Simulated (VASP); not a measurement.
# Sb (R-3m) in VASP: a series of runs, part 2 of 2

VASP 6.6.1. Earlier steps stand in the parts before.

**5. Single point, PBEsol (30.72 Å³/atom)**

This run uses another cell than the first one, of 30.72 Å³/atom.

INCAR

```
  ALGO = Normal
  EDIFF = 1E-6
  ENCUT = 520
  GGA = PS
  ISIF = 2
  ISMEAR = 0
  LASPH = T
  LCHARG = F
  LREAL = F
  LWAVE = F
  NBANDS = 12
  NELM = 60
  PREC = Accurate
  SIGMA = 0.1
```

KPOINTS

```
k-points
0
Gamma
  12 12 12
```

POSCAR

```
Sb
1.0
    2.1752352238      1.2558726420      3.7479821864
   -2.1752352238      1.2558726420      3.7479821864
    0.0000000000     -2.5117452840      3.7479821864
Sb
2
Direct
    0.2342055233      0.2342055233      0.2342055233
    0.7657944767      0.7657944767      0.7657944767
```

Potentials or basis: VASP PAW PBE potentials, release 64 (Sb).

Run with:

```
> cat potpaw_PBE.64/Sb/POTCAR > POTCAR
> mpirun -np 1 vasp_std > vasp.out
```

OUTCAR:

```text
EDIFF = 1E-6
   ENCUT = 520
   GGA = PS
   ISIF = 2
   ISMEAR = 0
   LASPH = T
   LREAL = F
   NELM = 60
   PREC = Accurate

 ion  position               nearest neighbor table
   1  0.234  0.234  0.234-   2 2.94   2 2.94   2 2.94   2 3.36   2 3.36   2 3.36
   2  0.766  0.766  0.766-   1 2.94   1 2.94   1 2.94   1 3.36   1 3.36   1 3.36

  LATTYP: Found a trigonal (rhomboedric) cell.
 ALAT       =     4.5117884305
 COS(alpha) =     0.5351155736

  Lattice vectors:

[... 545 lines left out ...]

 [... further k-points ...]

------------------------ aborting loop because EDIFF is reached ----------------------------------------

  FORCE on cell =-STRESS in cart. coord.  units (eV):
  Direction    XX          YY          ZZ          XY          YZ          ZX
  --------------------------------------------------------------------------------------
  -------------------------------------------------------------------------------------
  Total       -0.4004302     -0.4004302     -0.3825368      0.0000000     -0.0000000      0.0000000
  in kB      -10.4432761    -10.4432761     -9.9766161      0.0000000     -0.0000000      0.0000000
  external PRESSURE =     -10.2877227 kB  Pullay stress =       0.0000000 kB

 VOLUME and BASIS-vectors are now :
 -----------------------------------------------------------------------------
  energy-cutoff  :      520.00
  volume of cell :       61.43
      direct lattice vectors                 reciprocal lattice vectors
     2.175235224  1.255872642  3.747982186     0.229860198  0.132709847  0.088936744
    -2.175235224  1.255872642  3.747982186    -0.229860198  0.132709847  0.088936744
     0.000000000 -2.511745284  3.747982186     0.000000000 -0.265419695  0.088936744

 POSITION                                       TOTAL-FORCE (eV/Angst)
 -----------------------------------------------------------------------------------
      0.00000      0.00000      2.63339         0.000000      0.000000      0.048948
      0.00000      0.00000      8.61055         0.000000      0.000000     -0.048948
 -----------------------------------------------------------------------------------
    total drift:                               -0.000000     -0.000000     -0.000000

  FREE ENERGIE OF THE ION-ELECTRON SYSTEM (eV)
  ---------------------------------------------------
  free  energy   TOTEN  =        -9.1110526854 eV

  energy  without entropy=       -9.1105237622  energy(sigma->0) =       -9.11078822
```

OSZICAR:

```text
N       E                     dE             d eps       ncg     rms          rms(c)
DAV:   1     0.340175174572E+02    0.34018E+02   -0.35564E+03  4536   0.653E+02
DAV:   2    -0.718673849986E+01   -0.41204E+02   -0.39759E+02  5972   0.108E+02
DAV:   3    -0.910841115682E+01   -0.19217E+01   -0.19048E+01  5644   0.256E+01
DAV:   4    -0.912582617414E+01   -0.17415E-01   -0.17411E-01  5268   0.287E+00
DAV:   5    -0.912603631935E+01   -0.21015E-03   -0.21014E-03  5600   0.351E-01    0.279E+00
DAV:   6    -0.911677555782E+01    0.92608E-02   -0.22918E-03  5288   0.271E-01    0.167E+00
DAV:   7    -0.911101100777E+01    0.57646E-02   -0.56215E-03  5176   0.415E-01    0.594E-02
DAV:   8    -0.911104460906E+01   -0.33601E-04   -0.14439E-04  5592   0.773E-02    0.181E-02
DAV:   9    -0.911105325381E+01   -0.86447E-05   -0.15751E-05  5464   0.234E-02    0.546E-03
DAV:  10    -0.911105268541E+01    0.56840E-06   -0.21075E-06  4592   0.766E-03
   1 F= -.91110527E+01 E0= -.91107882E+01  d E =-.528923E-03
```

stdout:

```text
POSCAR found type information on POSCAR Sb
 POSCAR found :  1 types and       2 ions
 scaLAPACK will be used
 -----------------------------------------------------------------------------
|                                                                             |
|                                                                             |
|     You enforced a specific xc type in the INCAR file but a different       |
|     I HOPE YOU KNOW WHAT YOU ARE DOING!                                     |
|                                                                             |
 -----------------------------------------------------------------------------

 LDA part: xc-table for (Slater+PW92), standard interpolation
 POSCAR, INCAR and KPOINTS ok, starting setup
 FFT: planning ... GRIDC
 FFT: planning ... GRID_SOFT
 FFT: planning ... GRID
 WAVECAR not read
 entering main loop
```

It took 2.6 min on 1 thread of Intel Xeon 8259CL, shared host; peak memory 0.28 GiB.

Results:

```yaml
Free_energy: -9.1111 eV
Pressure: -1.0 GPa
Largest_force: 0.049 eV/Å
Band_gap_on_the_k_mesh: zero (bands 5 and 6 overlap by 0.25 eV)
```

Forces in eV/Å, atoms in the order of the input:
```
Sb   0.000  0.000  0.049
Sb   0.000  0.000 -0.049
```

Caveat: the PAW data sets were made with another functional, which shifts forces and pressure a little; spin-orbit coupling is left out, which moves the levels of the heavy elements.

**6. Summary**

| cell | gap on the mesh (eV) | pressure (GPa) | largest force (eV/Å) |
| --- | --- | --- | --- |
| a = 4.331 Å, angles 59.0°, 2 atoms, atomic positions A | none | 3.4 | 0.04 |
| a = 4.392 Å, angles 58.5°, 2 atoms, atomic positions B | none | 1.6 | 0.04 |
| a = 4.452 Å, angles 58.1°, 2 atoms, atomic positions C | none | 0.2 | 0.05 |
| a = 4.512 Å, angles 57.6°, 2 atoms, atomic positions D | none | -1.0 | 0.05 |

Alike in all rows: task single point; level PBEsol; potentials or basis VASP PAW PBE potentials, release 64 (Sb); no spin polarisation; k mesh 12 × 12 × 12; cutoff (eV) 520; smearing gaussian 0.1 eV.

Caveats: the PAW data sets were made with another functional, which shifts forces and pressure a little; spin-orbit coupling is left out, which moves the levels of the heavy elements; the cell stands under pressure (at least some runs).

Total energies depend on the potentials used, so only differences within one code and one set of settings carry meaning.
